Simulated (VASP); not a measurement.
# BaBe (P-6m2) in VASP: further runs

BaBe is run at these levels: PBEsol; tasks: single point, relaxation of cell and atoms.

Everything below comes from runs of VASP 6.6.1. Logs are shortened: lines on timing, memory, paths and dates and some standing lists are left out, and cuts for length are marked.

**1. The cell of the first run**

The structure is hexagonal, space group P-6m2 (No. 187). The conventional cell has a = 4.433 Å, b = 4.433 Å, c = 4.010 Å, α = 90.00°, β = 90.00°, γ = 120.00°. Within 4.5 Å of Ba (site symmetry -6m2) lie 6 Be at 3.25 Å and 8 Ba at 4.01 to 4.43 Å. Be (site symmetry -6m2) has 6 Ba at 3.25 Å and 8 Be at 4.01 to 4.43 Å within 4.5 Å.

**2. Single point, PBEsol**

Contents of INCAR:

```
SYSTEM = BaBe
  ALGO = Normal
  EDIFF = 1E-6
  ENCUT = 520
  GGA = PS
  ISIF = 2
  ISMEAR = 0
  LASPH = .True.
  LCHARG = .False.
  LREAL = .False.
  LWAVE = .False.
  NBANDS = 13
  NELM = 100
  PREC = Accurate
  SIGMA = 0.1
```

Contents of KPOINTS:

```
k-points
0
Gamma
  12 12 12
  0 0 0
```

Contents of POSCAR:

```
BaBe
1.0
    4.4328111048      0.0000000000      0.0000000000
   -2.2164055524      3.8389270270      0.0000000000
    0.0000000000      0.0000000000      4.0100718505
Ba Be
1 1
Direct
    0.3333333333      0.6666666667      0.0000000000
    0.6666666667      0.3333333333      0.5000000000
```

Potentials or basis: VASP PAW PBE potentials, release 64 (Ba_sv, Be).

Launch:

```bash
> cat potpaw_PBE.64/Ba_sv/POTCAR potpaw_PBE.64/Be/POTCAR > POTCAR
> mpirun -np 1 vasp_std > vasp.out
```

OUTCAR:

```text
SYSTEM = BaBe
   EDIFF = 1E-6
   ENCUT = 520
   GGA = PS
   ISIF = 2
   ISMEAR = 0
   LASPH = .True.
   LREAL = .False.
   NELM = 100
   PREC = Accurate

 ion  position               nearest neighbor table
   1  0.333  0.667  0.000-   2 3.25   2 3.25   2 3.25   2 3.25   2 3.25   2 3.25
   2  0.667  0.333  0.500-   1 3.25   1 3.25   1 3.25   1 3.25   1 3.25   1 3.25

  LATTYP: Found a hexagonal cell.
 ALAT       =     4.4328111048
 C/A-ratio  =     0.9046340473

  Lattice vectors:

 A1 = (   4.4328111048,   0.0000000000,   0.0000000000)
 A2 = (  -2.2164055524,   3.8389270270,   0.0000000000)
 A3 = (   0.0000000000,   0.0000000000,   4.0100718505)

Analysis of symmetry for initial positions (statically):
=====================================================================
 Subroutine PRICEL returns:
 Original cell was already a primitive cell.

 Routine SETGRP: Setting up the symmetry group for a
 hexagonal supercell.

 Subroutine GETGRP returns: Found 12 space group operations
 (whereof 12 operations were pure point group operations)
 out of a pool of 24 trial point group operations.

The static configuration has the point symmetry D_3h.

Analysis of symmetry for dynamics (positions and initial velocities):
=====================================================================
 Subroutine PRICEL returns:
 Original cell was already a primitive cell.

 Routine SETGRP: Setting up the symmetry group for a
 hexagonal supercell.

 Subroutine GETGRP returns: Found 12 space group operations
 (whereof 12 operations were pure point group operations)
 out of a pool of 24 trial point group operations.

The dynamic configuration has the point symmetry D_3h.

 Subroutine INISYM returns: Found 12 space group operations
 (whereof 12 operations are pure point group operations),
 and found     1 'primitive' translations

----------------------------------------------------------------------------------------

                                     Primitive cell

  volume of cell :      68.2403

  direct lattice vectors                    reciprocal lattice vectors
     4.432811105  0.000000000  0.000000000     0.225590483  0.130244726  0.000000000
    -2.216405552  3.838927027  0.000000000     0.000000000  0.260489453  0.000000000
     0.000000000  0.000000000  4.010071851     0.000000000  0.000000000  0.249372090

  length of vectors
     4.432811105  4.432811105  4.010071851     0.260489453  0.260489453  0.249372090

  position of ions in fractional coordinates (direct lattice)
     0.333333333  0.666666667  0.000000000
     0.666666667  0.333333333  0.500000000

  ion indices of the primitive-cell ions
   primitive index   ion index
                 1           1
                 2           2

----------------------------------------------------------------------------------------

 KPOINTS: k-points

Automatic generation of k-mesh.
 Grid dimensions read from file:
 generate k-points for:   12   12   12

 Generating k-lattice:

  Cartesian coordinates                     Fractional coordinates (reciprocal lattice)
     0.018799207  0.010853727  0.000000000     0.083333333  0.000000000  0.000000000
     0.000000000  0.021707454  0.000000000     0.000000000  0.083333333  0.000000000
     0.000000000  0.000000000  0.020781008     0.000000000  0.000000000  0.083333333

  Length of vectors
     0.021707454  0.021707454  0.020781008

  Shift w.r.t. Gamma in fractional coordinates (k-lattice)
     0.000000000  0.000000000  0.000000000

 Subroutine IBZKPT returns following result:
 ===========================================

 Found    133 irreducible k-points:

 Following reciprocal coordinates:
            Coordinates               Weight
  0.000000  0.000000  0.000000      1.000000
  0.083333 -0.000000  0.000000      6.000000
  0.166667 -0.000000  0.000000      6.000000
  0.250000  0.000000  0.000000      6.000000
  0.333333  0.000000  0.000000      6.000000
  0.416667  0.000000  0.000000      6.000000
[... 16 lines left out ...]
  0.250000  0.000000  0.083333     12.000000
  0.333333  0.000000  0.083333     12.000000
 [... further k-points ...]
   k-points           NKPTS =    133   k-points in BZ     NKDIM =    133   number of bands    NBANDS=     13
   number of dos      NEDOS =    301   number of ions     NIONS =      2
   total plane-waves  NPLWV =  38880
   dimension x,y,z NGX =    36 NGY =   36 NGZ =   30
   dimension x,y,z NGXF=    72 NGYF=   72 NGZF=   60
   ions per type =               1   1
   NGX,Y,Z   is equivalent  to a cutoff of  13.50, 13.50, 12.44 a.u.
   NGXF,Y,Z  is equivalent  to a cutoff of  27.00, 27.00, 24.87 a.u.
 SYSTEM =  BaBe
   PREC   = accura    normal or accurate (medium, high low for compatibility)
   ISTART =      0    job   : 0-new  1-cont  2-samecut
   ICHARG =      2    charge: 1-file 2-atom 10-const
   ISPIN  =      1    spin polarized calculation?
   LNONCOLLINEAR =      F non collinear calculations
   LSORBIT =      F    spin-orbit coupling
   LASPH  =      T    aspherical Exc in radial PAW
   ENCUT  =  520.0 eV  38.22 Ry    6.18 a.u.   8.24  8.24  7.46*2*pi/ulx,y,z
   NELM   =    100;   NELMIN=  2; NELMDL= -5     # of ELM steps
   EDIFF  = 0.1E-05   stopping-criterion for ELM
   LREAL  =      F    real-space projection
   EDIFFG = 0.1E-04   stopping-criterion for IOM
   NSW    =      0    number of steps for IOM
   IBRION =     -1    ionic relax: 0-MD 1-quasi-New 2-CG
   NFREE  =      0    steps in history (QN), initial steepest desc. (CG)
   ISIF   =      2    stress and relaxation
   ISYM   =      2    0-nonsym 1-usesym 2-fastsym
   POTIM  = 0.5000    time-step for ionic-motion
   TEBEG  =    0.0;   TEEND  =   0.0 temperature during run
   PSTRESS=    0.0 pullay stress
   NELECT =      12.0000    total number of electrons
   NUPDOWN=      -1.0000    fix difference up-down
   EMIN   =  10.00;   EMAX   =-10.00  energy-range for DOS
   EFERMI =   0.00;   METHOD = LEGACY
   ISMEAR =     0;   SIGMA  =   0.10  broadening in eV -4-tet -1-fermi 0-gaus
   EFERMI_NEDOS =   21; number of points for ismear=-14 and -15
   IALGO  =     38    algorithm
   IMIX   =      4    mixing-type and parameters
     AMIX     =   0.40;   BMIX     =  1.00
     AMIX_MAG =   1.60;   BMIX_MAG =  1.00
  volume/ion in A,a.u.               =      34.12       230.25
  Fermi-wavevector in a.u.,A,eV,Ry     =   0.917181  1.733220 11.445495  0.841220
  Thomas-Fermi vector in A             =   2.042120
   LORBIT       =      0    0 simple, 1 ext, 2 COOP (PROOUT), +10 PAW based schemes
   GGA     = PS    functional components
   LHFCALC =     F    Hartree Fock is set to
   AEXX    =    0.0000 exact exchange contribution
   IVDW    =     0    specifies the selected vdW correction
   LEPSILON=     F    determine dielectric tensor
   LRPA    =     F    only Hartree local field effects (RPA)
 non-spin polarized calculation
 Gauss-broadening in eV      SIGMA  =   0.10
  energy-cutoff  :      520.00
  volume of cell :       68.24
 maximum number of plane-waves:      1863
 NGX is ok and might be reduce to    36
   NGX = 17   NGY = 17   NGZ = 15

 number of electron      11.9999999 magnetization

 Free energy of the ion-electron system (eV)
  ---------------------------------------------------
  ext. energy  EPLUGINS =         0.00000000
  ---------------------------------------------------
  free energy    TOTEN  =        -4.49775722 eV

  energy without entropy =       -4.49157691  energy(sigma->0) =       -4.49466707

 E-fermi :   1.8230     XC(G=0):  -8.1865

 val. band max:        1.8173473098   @ k =   0.3333   0.3333   0.5000
 cond. band min:       1.8539971706   @ k =   0.4167   0.0833   0.4167
 fundamental gap:      0.0366498608
 Fermi energy:         1.8229671284

 k-point     1 :       0.0000    0.0000    0.0000
  band No.  band energies     occupation
      1     -26.1685      2.00000
      2     -11.1897      2.00000
      3     -11.1897      2.00000
      4     -11.1597      2.00000
      5      -2.4968      2.00000
      6       2.4095      0.00000
      7       2.6523      0.00000
      8       2.6523      0.00000
      9       4.9303      0.00000
     10       6.6129      0.00000
     11       6.9313      0.00000
     12       6.9313      0.00000
     13       7.6067      0.00000

 k-point     2 :       0.0833   -0.0000    0.0000
  band No.  band energies     occupation
      1     -26.1663      2.00000
      2     -11.2235      2.00000
      3     -11.1971      2.00000
      4     -11.1558      2.00000
      5      -2.4037      2.00000
      6       2.3237      0.00000
      7       2.6137      0.00000
      8       2.7291      0.00000
      9       4.7328      0.00000
     10       6.8601      0.00000
     11       6.8914      0.00000
     12       7.1600      0.00000
     13       7.4463      0.00000

 k-point     3 :       0.1667   -0.0000    0.0000
  band No.  band energies     occupation
      1     -26.1602      2.00000
      2     -11.3135      2.00000
      3     -11.2170      2.00000
      4     -11.1451      2.00000
      5      -2.1417      2.00000
      6       1.9644      0.04551
      7       2.7051      0.00000
      8       2.9455      0.00000
      9       4.3300      0.00000
     10       6.7554      0.00000
     11       6.7871      0.00000
     12       7.3519      0.00000
     13       7.6198      0.00000
[... 305 lines left out ...]
 k-point    23 :       0.2500    0.0000    0.0833
  band No.  band energies     occupation
      1     -26.1483      2.00000
      2     -11.4253      2.00000
      3     -11.2383      2.00000
      4     -11.1829      2.00000
      5      -1.6809      2.00000
      6       1.5794      1.99943
      7       2.8533      0.00000
      8       3.2418      0.00000
      9       3.7297      0.00000
     10       6.1180      0.00000
     11       6.5436      0.00000
     12       7.7882      0.00000
     13       7.9314      0.00000

 k-point    24 :       0.3333    0.0000    0.0833
  band No.  band energies     occupation
      1     -26.1400      2.00000
      2     -11.5380      2.00000
      3     -11.2648      2.00000
      4     -11.1672      2.00000
      5      -1.2669      2.00000
      6       1.1938      2.00000
      7       2.8283      0.00000
      8       3.5063      0.00000
      9       3.5160      0.00000
     10       6.1908      0.00000
     11       6.5290      0.00000
     12       7.5847      0.00000
     13       7.9513      0.00000

 [... further k-points ...]

------------------------ aborting loop because EDIFF is reached ----------------------------------------

  FORCE on cell =-STRESS in cart. coord.  units (eV):
  Direction    XX          YY          ZZ          XY          YZ          ZX
  --------------------------------------------------------------------------------------
  -------------------------------------------------------------------------------------
  Total        0.0819424      0.0819424      0.1225782      0.0000000     -0.0000000      0.0000000
  in kB        1.9238800      1.9238800      2.8779467      0.0000000     -0.0000000      0.0000000
  external PRESSURE =       2.2419022 kB  Pullay stress =       0.0000000 kB

 VOLUME and BASIS-vectors are now :
 -----------------------------------------------------------------------------
  energy-cutoff  :      520.00
  volume of cell :       68.24
      direct lattice vectors                 reciprocal lattice vectors
     4.432811105  0.000000000  0.000000000     0.225590483  0.130244726  0.000000000
    -2.216405552  3.838927027  0.000000000     0.000000000  0.260489453  0.000000000
     0.000000000  0.000000000  4.010071851     0.000000000  0.000000000  0.249372090

 POSITION                                       TOTAL-FORCE (eV/Angst)
 -----------------------------------------------------------------------------------
     -0.00000      2.55928      0.00000         0.000000     -0.000000      0.000000
      2.21641      1.27964      2.00504        -0.000000      0.000000      0.000000
 -----------------------------------------------------------------------------------
    total drift:                                0.000000     -0.000000     -0.000000

  FREE ENERGIE OF THE ION-ELECTRON SYSTEM (eV)
  ---------------------------------------------------
  free  energy   TOTEN  =        -4.4977572214 eV

  energy  without entropy=       -4.4915769101  energy(sigma->0) =       -4.49466707
```

Wall time 29 s (1 thread of Intel Xeon 6975P-C (Granite Rapids), shared host); peak memory 0.28 GiB.

Results:

```yaml
Free_energy: -4.4978 eV
Pressure: 0.2 GPa
Band_gap_on_the_k_mesh: zero (bands 6 and 7 overlap by 0.91 eV)
```

Caveat: the PAW data sets were made with another functional, which shifts forces and pressure a little; spin-orbit coupling is left out, which moves the levels of the heavy elements.

**3. Relaxation of cell and atoms, PBEsol**

This run uses another cell than the first one, of 33.72 Å³/atom.

Contents of INCAR:

```
SYSTEM = BaBe
  PREC = Accurate
  ENCUT = 600
  EDIFF = 1E-7
  ISMEAR = 0
  SIGMA = 0.1
  LREAL = .False.
  LASPH = .True.
  NELM = 100
  ALGO = Normal
  ISIF = 3
  LWAVE = .False.
  LCHARG = .False.
  GGA = PS
  IBRION = 2
  NSW = 100
  EDIFFG = -0.005
```

Contents of KPOINTS:

```
regular mesh
0
Gamma
  12 12 12
  0 0 0
```

Contents of POSCAR:

```
BaBe
1.0
    4.4611577631      0.0000000000      0.0000000000
   -2.2305788815      3.8634759531      0.0000000000
    0.0000000000      0.0000000000      3.9125274794
Ba Be
1 1
Direct
    0.3333333333      0.6666666667      0.0000000000
    0.6666666667      0.3333333333      0.5000000000
```

Potentials or basis: VASP PAW PBE potentials, release 64 (Ba_sv, Be).

Launch:

```bash
> cat potpaw_PBE.64/Ba_sv/POTCAR potpaw_PBE.64/Be/POTCAR > POTCAR
> mpirun -np 1 vasp_std > vasp.out
```

OUTCAR:

```text
SYSTEM = BaBe
   PREC = Accurate
   ENCUT = 600
   EDIFF = 1E-7
   ISMEAR = 0
   LREAL = .False.
   LASPH = .True.
   NELM = 100
   ISIF = 3
   GGA = PS
   IBRION = 2
   NSW = 100
   EDIFFG = -0.005

 ion  position               nearest neighbor table
   1  0.333  0.667  0.000-   2 3.23   2 3.23   2 3.23   2 3.23   2 3.23   2 3.23
   2  0.667  0.333  0.500-   1 3.23   1 3.23   1 3.23   1 3.23   1 3.23   1 3.23

  LATTYP: Found a hexagonal cell.
 ALAT       =     4.4611577631
 C/A-ratio  =     0.8770206496

  Lattice vectors:

 A1 = (   4.4611577631,   0.0000000000,   0.0000000000)
 A2 = (  -2.2305788815,   3.8634759531,   0.0000000000)
 A3 = (   0.0000000000,   0.0000000000,   3.9125274794)

Analysis of symmetry for initial positions (statically):
=====================================================================
 Subroutine PRICEL returns:
 Original cell was already a primitive cell.

 Routine SETGRP: Setting up the symmetry group for a
 hexagonal supercell.

 Subroutine GETGRP returns: Found 12 space group operations
 (whereof 12 operations were pure point group operations)
 out of a pool of 24 trial point group operations.

The static configuration has the point symmetry D_3h.

Analysis of symmetry for dynamics (positions and initial velocities):
=====================================================================
 Subroutine PRICEL returns:
 Original cell was already a primitive cell.
[... 337 lines left out ...]

 number of electron      12.0000000 magnetization

 Free energy of the ion-electron system (eV)
  ---------------------------------------------------
  ext. energy  EPLUGINS =         0.00000000
  ---------------------------------------------------
  free energy    TOTEN  =        -4.49826424 eV

  energy without entropy =       -4.49191680  energy(sigma->0) =       -4.49509052

 E-fermi :   1.7832     XC(G=0):  -8.1491

 val. band max:        1.7712723187   @ k =   0.3333   0.3333   0.5000
 cond. band min:       1.8188676670   @ k =   0.4167   0.0833   0.4167
 fundamental gap:      0.0475953483
 Fermi energy:         1.7831978076

 k-point     1 :       0.0000    0.0000    0.0000
  band No.  band energies     occupation
      1     -26.2301      2.00000
      2     -11.2536      2.00000
      3     -11.2536      2.00000
      4     -11.2311      2.00000
      5      -2.5273      2.00000
      6       2.3749      0.00000
      7       2.6232      0.00000
      8       2.6232      0.00000
      9       4.8367      0.00000
     10       6.5472      0.00000
[... 287 lines left out ...]
 k-point    24 :       0.3333    0.0000    0.0833
  band No.  band energies     occupation
      1     -26.2028      2.00000
      2     -11.5920      2.00000
      3     -11.3267      2.00000
      4     -11.2371      2.00000
      5      -1.3092      2.00000
      6       1.1563      2.00000
      7       2.7836      0.00000
      8       3.4478      0.00000
      9       3.4593      0.00000
     10       6.1119      0.00000

 [... further k-points ...]

------------------------ aborting loop because EDIFF is reached ----------------------------------------

  FORCE on cell =-STRESS in cart. coord.  units (eV):
  Direction    XX          YY          ZZ          XY          YZ          ZX
  --------------------------------------------------------------------------------------
  -------------------------------------------------------------------------------------
  Total       -0.0014095     -0.0014095      0.0044244     -0.0000000     -0.0000000      0.0000000
  in kB       -0.0327264     -0.0327264      0.1027273     -0.0000000     -0.0000000      0.0000000
  external PRESSURE =       0.0124248 kB  Pullay stress =       0.0000000 kB
[... 17 lines left out ...]
  FREE ENERGIE OF THE ION-ELECTRON SYSTEM (eV)
  ---------------------------------------------------
  free  energy   TOTEN  =        -4.4982642380 eV

  energy  without entropy=       -4.4919168024  energy(sigma->0) =       -4.49509052

 reached required accuracy - stopping structural energy minimisation
```

It took 1.9 min on 1 thread of Intel Xeon 6975P-C (Granite Rapids), shared host; peak memory 0.3 GiB.

Results:

```yaml
Free_energy: -4.4983 eV
Relaxed_volume: 34.50 Å³/atom
Relaxed_cell: a = 4.444 Å, b = 4.444 Å, c = 4.034 Å, α = 90.00°, β = 90.00°, γ = 120.00°
Space_group_after_relaxing_to_0.1_Å: P-6m2 (No. 187)
Energy_gained_by_relaxing: 3.2 meV/atom
Ionic_steps: 6
Pressure_after_relaxing: 0.0 GPa
Band_gap_on_the_k_mesh: zero (bands 6 and 7 overlap by 0.90 eV)
```

Step by step:
```
step  energy change (eV)  largest force (eV/Å)  pressure (GPa)  volume (Å³)
   1              0.0000                0.0000            0.49        67.43
   2             -0.0039                0.0000            0.18        68.44
   3             -0.0053                0.0000           -0.19        69.72
   4             -0.0053                0.0000           -0.15        69.56
   5             -0.0060                0.0000           -0.09        69.35
   6             -0.0065                0.0000            0.00        69.00
```

Final structure:
```cif
data_structure
_symmetry_space_group_name_H-M 'P 1'
_symmetry_Int_Tables_number 1
_cell_length_a 4.4443
_cell_length_b 4.4443
_cell_length_c 4.0340
_cell_angle_alpha 90.000
_cell_angle_beta 90.000
_cell_angle_gamma 120.000
_cell_volume 69.00
loop_
_atom_site_label
_atom_site_type_symbol
_atom_site_fract_x
_atom_site_fract_y
_atom_site_fract_z
_atom_site_occupancy
Ba1 Ba 0.33333 0.66667 0.00000 1
Be1 Be 0.66667 0.33333 0.50000 1
```

Caveat: the PAW data sets were made with another functional, which shifts forces and pressure a little; spin-orbit coupling is left out, which moves the levels of the heavy elements.

[end of part 1 of 2]

The gap in the log of VASP goes by the Fermi energy; the results here count the filled bands.